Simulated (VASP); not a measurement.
# BN (F-43m) in VASP: single point with PBE0

Aim: the single point of BN with PBE0.

Program: VASP 6.6.1. These are calculated values, not measurements. Logs are shortened: lines on timing, memory, paths and dates and some standing lists are left out, and cuts for length are marked.

### 1 The cell of the first run

It takes space group F-43m (No. 216, cubic). The conventional cell has a = 3.626 Å, b = 3.626 Å, c = 3.626 Å, α = 90.00°, β = 90.00°, γ = 90.00°. Within 2.1 Å of N (site symmetry -43m) lie 4 B at 1.57 Å. B (site symmetry -43m) has 4 N at 1.57 Å within 2.1 Å.

### 2 Single point, PBE0

File POSCAR:

```
BN
1.0
    0.0000000000      1.8130010000      1.8130010000
    1.8130010000      0.0000000000      1.8130010000
    1.8130010000      1.8130010000      0.0000000000
N B
1 1
Direct
    0.2500000000      0.2500000000      0.2500000000
    0.0000000000      0.0000000000      0.0000000000
```

File INCAR.step1:

```
  ALGO = Normal
  EDIFF = 1E-5
  ENCUT = 520
  GGA = PE
  ISIF = 2
  ISMEAR = -1
  LASPH = T
  LCHARG = F
  LREAL = F
  LWAVE = T
  NBANDS = 11
  NELM = 100
  PREC = Accurate
  SIGMA = 0.05
```

File INCAR.step2:

```
  AEXX = 0.25
  ALGO = Normal
  EDIFF = 1E-6
  ENCUT = 520
  GGA = PE
  ISIF = 2
  ISMEAR = -1
  ISTART = 1
  LASPH = T
  LCHARG = F
  LHFCALC = T
  LREAL = F
  LWAVE = F
  NBANDS = 11
  NELM = 100
  PREC = Accurate
  PRECFOCK = Normal
  SIGMA = 0.05
```

File KPOINTS:

```
k-points
0
Gamma
  8 8 8
```

Potentials or basis: VASP PAW PBE potentials, release 64 (N, B).

On the command line:

```sh
$ cat potpaw_PBE.64/N/POTCAR potpaw_PBE.64/B/POTCAR > POTCAR
$ cp INCAR.step1 INCAR
$ mpirun -np 1 vasp_std > vasp.out
$ cp INCAR.step2 INCAR
$ mpirun -np 1 vasp_std > vasp.out
```

OUTCAR:

```text
AEXX = 0.25
   EDIFF = 1E-6
   ENCUT = 520
   GGA = PE
   ISIF = 2
   ISMEAR = -1
   ISTART = 1
   LASPH = T
   LHFCALC = T
   LREAL = F
   NELM = 100
   PREC = Accurate
   PRECFOCK = Normal

 ion  position               nearest neighbor table
   1  0.250  0.250  0.250-   2 1.57   2 1.57   2 1.57   2 1.57
   2  0.000  0.000  0.000-   1 1.57   1 1.57   1 1.57   1 1.57

  LATTYP: Found a face centered cubic cell.
 ALAT       =     3.6260020000

  Lattice vectors:

 A1 = (   0.0000000000,   1.8130010000,   1.8130010000)
 A2 = (   1.8130010000,   0.0000000000,   1.8130010000)
 A3 = (   1.8130010000,   1.8130010000,   0.0000000000)

Analysis of symmetry for initial positions (statically):
=====================================================================
 Subroutine PRICEL returns:
 Original cell was already a primitive cell.

 Routine SETGRP: Setting up the symmetry group for a
 face centered cubic supercell.

 Subroutine GETGRP returns: Found 24 space group operations
 (whereof 24 operations were pure point group operations)
 out of a pool of 48 trial point group operations.

The static configuration has the point symmetry T_d .

Analysis of symmetry for dynamics (positions and initial velocities):
=====================================================================
 Subroutine PRICEL returns:
 Original cell was already a primitive cell.

 Routine SETGRP: Setting up the symmetry group for a
 face centered cubic supercell.

 Subroutine GETGRP returns: Found 24 space group operations
 (whereof 24 operations were pure point group operations)
 out of a pool of 48 trial point group operations.

The dynamic configuration has the point symmetry T_d .

 Subroutine INISYM returns: Found 24 space group operations
 (whereof 24 operations are pure point group operations),
 and found     1 'primitive' translations

----------------------------------------------------------------------------------------

                                     Primitive cell

  volume of cell :      11.9186

  direct lattice vectors                    reciprocal lattice vectors
     0.000000000  1.813001000  1.813001000    -0.275785838  0.275785838  0.275785838
     1.813001000  0.000000000  1.813001000     0.275785838 -0.275785838  0.275785838
     1.813001000  1.813001000  0.000000000     0.275785838  0.275785838 -0.275785838

  length of vectors
     2.563970603  2.563970603  2.563970603     0.477675083  0.477675083  0.477675083

  position of ions in fractional coordinates (direct lattice)
     0.250000000  0.250000000  0.250000000
     0.000000000  0.000000000  0.000000000

  ion indices of the primitive-cell ions
   primitive index   ion index
                 1           1
                 2           2

----------------------------------------------------------------------------------------

 KPOINTS: k-points

Automatic generation of k-mesh.
 Grid dimensions read from file:
 generate k-points for:    8    8    8

 Generating k-lattice:

  Cartesian coordinates                     Fractional coordinates (reciprocal lattice)
    -0.034473230  0.034473230  0.034473230     0.125000000  0.000000000  0.000000000
     0.034473230 -0.034473230  0.034473230     0.000000000  0.125000000  0.000000000
     0.034473230  0.034473230 -0.034473230     0.000000000  0.000000000  0.125000000

  Length of vectors
     0.059709385  0.059709385  0.059709385

  Shift w.r.t. Gamma in fractional coordinates (k-lattice)
     0.000000000  0.000000000  0.000000000

 Subroutine IBZKPT returns following result:
 ===========================================

 Found     29 irreducible k-points:

 Following reciprocal coordinates:
            Coordinates               Weight
  0.000000  0.000000  0.000000      1.000000
  0.125000  0.000000  0.000000      8.000000
  0.250000  0.000000  0.000000      8.000000
  0.375000  0.000000  0.000000      8.000000
  0.500000  0.000000  0.000000      4.000000
  0.125000  0.125000  0.000000      6.000000
[... 16 lines left out ...]
  0.500000  0.250000  0.125000     48.000000
 -0.375000  0.250000  0.125000     24.000000
 [... further k-points ...]
   k-points           NKPTS =     29   k-points in BZ     NKDIM =    512   number of bands    NBANDS=     11
   number of dos      NEDOS =    301   number of ions     NIONS =      2
   total plane-waves  NPLWV =   8000
   dimension x,y,z NGX =    20 NGY =   20 NGZ =   20
   dimension x,y,z NGXF=    40 NGYF=   40 NGZF=   40
   ions per type =               1   1
   NGX,Y,Z   is equivalent  to a cutoff of  12.97, 12.97, 12.97 a.u.
   NGXF,Y,Z  is equivalent  to a cutoff of  25.94, 25.94, 25.94 a.u.
 SYSTEM =  unknown system
   PREC   = accura    normal or accurate (medium, high low for compatibility)
   ISTART =      1    job   : 0-new  1-cont  2-samecut
   ICHARG =      0    charge: 1-file 2-atom 10-const
   ISPIN  =      1    spin polarized calculation?
   LNONCOLLINEAR =      F non collinear calculations
   LSORBIT =      F    spin-orbit coupling
   LASPH  =      T    aspherical Exc in radial PAW
   ENCUT  =  520.0 eV  38.22 Ry    6.18 a.u.   4.77  4.77  4.77*2*pi/ulx,y,z
   NELM   =    100;   NELMIN=  2; NELMDL=  0     # of ELM steps
   EDIFF  = 0.1E-05   stopping-criterion for ELM
   LREAL  =      F    real-space projection
   EDIFFG = 0.1E-04   stopping-criterion for IOM
   NSW    =      0    number of steps for IOM
   IBRION =     -1    ionic relax: 0-MD 1-quasi-New 2-CG
   NFREE  =      0    steps in history (QN), initial steepest desc. (CG)
   ISIF   =      2    stress and relaxation
   ISYM   =      3    0-nonsym 1-usesym 2-fastsym
   POTIM  = 0.5000    time-step for ionic-motion
   TEBEG  =    0.0;   TEEND  =   0.0 temperature during run
   PSTRESS=    0.0 pullay stress
   NELECT =       8.0000    total number of electrons
   NUPDOWN=      -1.0000    fix difference up-down
   EMIN   =  10.00;   EMAX   =-10.00  energy-range for DOS
   EFERMI =   0.00;   METHOD = LEGACY
   ISMEAR =    -1;   SIGMA  =   0.05  broadening in eV -4-tet -1-fermi 0-gaus
   EFERMI_NEDOS =   21; number of points for ismear=-14 and -15
   IALGO  =     38    algorithm
   IMIX   =      1    mixing-type and parameters
     AMIX     =   0.40;   BMIX     =  1.00
     AMIX_MAG =   1.60;   BMIX_MAG =  1.00
  volume/ion in A,a.u.               =       5.96        40.22
  Fermi-wavevector in a.u.,A,eV,Ry     =   1.433387  2.708709 27.954506  2.054598
  Thomas-Fermi vector in A             =   2.552911
   LORBIT       =      0    0 simple, 1 ext, 2 COOP (PROOUT), +10 PAW based schemes
   GGA     = PE    functional components
   LHFCALC =     T    Hartree Fock is set to
   PRECFOCK=normal    Normal, Fast or Accurate (Low or Medium for compatibility)
   ENCUT4O =  -1.0   cutoff for four orbital integrals eV
   NKREDX  =     1    reduce k-point grid by
   NKREDY  =     1    reduce k-point grid by
   NKREDZ  =     1    reduce k-point grid by
   AEXX    =    0.2500 exact exchange contribution
   HFSCREEN=    0.0000 screening length (either q_TF or 0.3 A-1)
   HFSCREENC=   0.0000 screening length for correlation (either q_TF or 0.3 A-1)
   ENCUTFOCK=  -1.0 apply spherical cutoff to Coloumb kernel
   IVDW    =     0    specifies the selected vdW correction
   LEPSILON=     F    determine dielectric tensor
   LRPA    =     F    only Hartree local field effects (RPA)
 non-spin polarized calculation
  energy-cutoff  :      520.00
  volume of cell :       11.92
 maximum number of plane-waves:       332
  NGX = 16; NGY = 16; NGZ = 16

 number of electron       7.9999999 magnetization

 Free energy of the ion-electron system (eV)
  ---------------------------------------------------
  ext. energy  EPLUGINS =         0.00000000
  ---------------------------------------------------
  free energy    TOTEN  =       -21.27593993 eV

  energy without entropy =      -21.27593993  energy(sigma->0) =      -21.27593993

 E-fermi :   7.0395     XC(G=0): -10.0398

 val. band max:        6.0455042988   @ k =   0.0000   0.0000   0.0000
 cond. band min:      12.5811760884   @ k =   0.5000   0.5000   0.0000
 fundamental gap:      6.5356717896
 Fermi energy:         7.0394864829

 k-point     1 :       0.0000    0.0000    0.0000
  band No.  band energies     occupation
      1     -15.9850      2.00000
      2       6.0455      2.00000
      3       6.0455      2.00000
      4       6.0455      2.00000
      5      17.3239      0.00000
      6      17.3239      0.00000
      7      17.3239      0.00000
      8      18.8037      0.00000
      9      33.3863      0.00000
     10      36.4849      0.00000
     11      36.4849      0.00000

 k-point     2 :       0.1250    0.0000    0.0000
  band No.  band energies     occupation
      1     -15.5795      2.00000
      2       4.0226      2.00000
      3       5.6415      2.00000
      4       5.6415      2.00000
      5      17.6461      0.00000
      6      17.9355      0.00000
      7      17.9355      0.00000
      8      20.1285      0.00000
      9      32.9239      0.00000
     10      33.2620      0.00000
     11      33.2620      0.00000

 k-point     3 :       0.2500    0.0000    0.0000
  band No.  band energies     occupation
      1     -14.4036      2.00000
      2       0.0976      2.00000
      3       4.8355      2.00000
      4       4.8355      2.00000
      5      18.0728      0.00000
      6      18.9444      0.00000
      7      18.9444      0.00000
      8      22.3617      0.00000
      9      32.0701      0.00000
     10      32.2157      0.00000
     11      32.2157      0.00000

 k-point     4 :       0.3750    0.0000    0.0000
  band No.  band energies     occupation
      1     -12.6747      2.00000
      2      -3.6472      2.00000
      3       4.1866      2.00000
      4       4.1866      2.00000
      5      18.4187      0.00000
      6      19.3001      0.00000
      7      19.3001      0.00000
      8      23.7205      0.00000
      9      31.9612      0.00000
     10      33.8993      0.00000
     11      33.8993      0.00000

 k-point     5 :       0.5000    0.0000    0.0000
  band No.  band energies     occupation
      1     -11.5042      2.00000
      2      -5.5323      2.00000
      3       3.9499      2.00000
      4       3.9499      2.00000
      5      18.5475      0.00000
      6      19.2863      0.00000
      7      19.2863      0.00000
      8      24.1169      0.00000
      9      32.2534      0.00000
     10      35.8201      0.00000
     11      35.8366      0.00000
[... 211 lines left out ...]
 k-point    21 :       0.5000    0.5000    0.0000
  band No.  band energies     occupation
      1     -10.0323      2.00000
      2      -3.6929      2.00000
      3       0.7650      2.00000
      4       0.7650      2.00000
      5      12.5812      0.00000
      6      17.5065      0.00000
      7      27.1469      0.00000
      8      27.1469      0.00000
      9      29.9164      0.00000
     10      36.3249      0.00000
     11      42.4847      0.00000

 k-point    22 :       0.3750    0.2500    0.1250
  band No.  band energies     occupation
      1     -13.4019      2.00000
      2      -0.1667      2.00000
      3       1.8047      2.00000
      4       3.8667      2.00000
      5      16.9885      0.00000
      6      20.4988      0.00000
      7      21.2455      0.00000
      8      22.1146      0.00000
      9      28.2249      0.00000
     10      34.4832      0.00000
     11      36.2393      0.00000

 k-point    23 :       0.5000    0.2500    0.1250
  band No.  band energies     occupation
      1     -11.7893      2.00000
      2      -2.8820      2.00000
      3       0.8971      2.00000
      4       2.8757      2.00000
      5      17.8323      0.00000
      6      19.9272      0.00000
      7      22.5313      0.00000
      8      23.4810      0.00000
      9      28.9439      0.00000
     10      34.0931      0.00000
     11      36.4762      0.00000

 k-point    24 :      -0.3750    0.2500    0.1250
  band No.  band energies     occupation
      1     -10.7538      2.00000
      2      -4.4514      2.00000
      3       0.8027      2.00000
      4       2.3426      2.00000
      5      18.0167      0.00000
      6      19.7264      0.00000
      7      23.2560      0.00000
      8      24.7455      0.00000
      9      28.1791      0.00000
     10      34.8792      0.00000
     11      36.4313      0.00000

 [... further k-points ...]

------------------------ aborting loop because EDIFF is reached ----------------------------------------

  FORCE on cell =-STRESS in cart. coord.  units (eV):
  Direction    XX          YY          ZZ          XY          YZ          ZX
  --------------------------------------------------------------------------------------
  -------------------------------------------------------------------------------------
  Total       -0.6735964     -0.6735964     -0.6735964      0.0000000      0.0000000      0.0000000
  in kB      -90.5495265    -90.5495265    -90.5495265      0.0000000      0.0000000      0.0000000
  external PRESSURE =     -90.5495265 kB  Pullay stress =       0.0000000 kB

 VOLUME and BASIS-vectors are now :
 -----------------------------------------------------------------------------
  energy-cutoff  :      520.00
  volume of cell :       11.92
      direct lattice vectors                 reciprocal lattice vectors
     0.000000000  1.813001000  1.813001000    -0.275785838  0.275785838  0.275785838
     1.813001000  0.000000000  1.813001000     0.275785838 -0.275785838  0.275785838
     1.813001000  1.813001000  0.000000000     0.275785838  0.275785838 -0.275785838

 POSITION                                       TOTAL-FORCE (eV/Angst)
 -----------------------------------------------------------------------------------
      0.90650      0.90650      0.90650         0.000000      0.000000     -0.000000
      0.00000      0.00000      0.00000        -0.000000     -0.000000      0.000000
 -----------------------------------------------------------------------------------
    total drift:                                0.000000      0.000000      0.000000

  FREE ENERGIE OF THE ION-ELECTRON SYSTEM (eV)
  ---------------------------------------------------
  free  energy   TOTEN  =       -21.2759399320 eV

  energy  without entropy=      -21.2759399320  energy(sigma->0) =      -21.27593993
```

It took 7.7 min on 1 thread of AMD EPYC 9R45 (Zen 5), shared host; peak memory 0.1 GiB.

What came out:

* Free energy: -21.2759 eV
* Pressure: -9.1 GPa
* Band gap on the k mesh: 6.54 eV, indirect (least direct gap 11.28 eV)

Levels at points of the mesh, in eV from the valence-band top:
```
           k point  band 2  band 3  band 4  band 5  band 6  band 7
(0.00, 0.00, 0.00)    0.00    0.00    0.00   11.28   11.28   11.28
(0.50, 0.00, 0.00)  -11.58   -2.10   -2.10   12.50   13.24   13.24
(0.50, 0.50, 0.00)   -9.74   -5.28   -5.28    6.54   11.46   21.10
```

Caveat: the PAW data sets were made with another functional, which shifts forces and pressure a little. A k mesh can miss the band edges.
